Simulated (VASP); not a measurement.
Write the native input for VASP 6.6.1 that does the following.

* Task: relaxation of cell and atoms
* Functional: PBE
* Potentials or basis: VASP PAW PBE potentials, release 64 (Ta_pv, Al, B)
* Cutoff: 600 eV
* k mesh: 6 × 6 × 1
* Occupations: gaussian, width 0.2 eV
* Spin: no spin polarisation
* Dipole correction: no
* Further INCAR settings: ALGO = Normal; EDIFF = 1e-07; IBRION = 2; EDIFFG = -0.08; NSW = 36; ISIF = 3

The structure of TaAl5B lies in POSCAR:

```
TaAl5B
1.0
    3.1000000000      0.0000000000      0.0000000000
   -1.5500000000      2.6846787500      0.0000000000
    0.0000000000      0.0000000000     25.0000000000
Ta Al B
2 10 2
Direct
    0.0000000000      0.0000000000      0.4340000000
    0.0000000000      0.0000000000      0.5660000000
    0.6666666700      0.3333333300      0.2760000000
    0.0000000000      0.0000000000      0.1970000000
    0.3333333300      0.6666666700      0.1180000000
    0.6666666700      0.3333333300      0.0390000000
    0.3333333300      0.6666666700      0.9610000000
    0.6666666700      0.3333333300      0.6450000000
    0.3333333300      0.6666666700      0.3550000000
    0.0000000000      0.0000000000      0.8030000000
    0.6666666700      0.3333333300      0.8820000000
    0.3333333300      0.6666666700      0.7240000000
    0.3333333300      0.6666666700      0.5000000000
    0.6666666700      0.3333333300      0.5000000000
```

One way to write it, as run:

INCAR

```
SYSTEM = TaAl5B
ALGO = Normal
EDIFF = 1E-7
EDIFFG = -0.08
ENCUT = 600
GGA = PE
IBRION = 2
ISIF = 3
ISMEAR = 0
LASPH = .True.
LCHARG = .False.
LREAL = .False.
LWAVE = .False.
NELM = 60
NSW = 36
PREC = Accurate
SIGMA = 0.2
```

KPOINTS

```
k-points
0
Gamma
  6 6 1
  0 0 0
```

Potentials or basis: VASP PAW PBE potentials, release 64 (Ta_pv, Al, B).

The run is started by

```sh
$ cat potpaw_PBE.64/Ta_pv/POTCAR potpaw_PBE.64/Al/POTCAR potpaw_PBE.64/B/POTCAR > POTCAR
$ mpirun -np 1 vasp_std > vasp.out
```

Results of the run:

```
Relaxed volume                        : 15.56 Å³/atom
Relaxed cell                          : a = 2.962 Å, b = 2.962 Å, c = 28.676 Å, α = 90.00°, β = 90.00°, γ = 120.00°
Space group after relaxing (to 0.1 Å) : P-3m1 (No. 164)
Energy gained by relaxing             : 140.3 meV/atom
Ionic steps                           : 23
Pressure after relaxing               : -0.1 GPa
Largest force after relaxing          : 0.036 eV/Å
```

Caveat: the k points lie up to 0.41 Å⁻¹ apart in the final cell; the highest band is partly filled, so the run has too few bands; the relaxation stopped at a loose force limit of 0.08 eV/Å, so its end isn't a converged minimum.

Run time: 31 min on 1 thread of Intel(R) Xeon(R) Platinum 8488C (Sapphire Rapids), with other jobs on the host, peak memory 0.46 GiB.
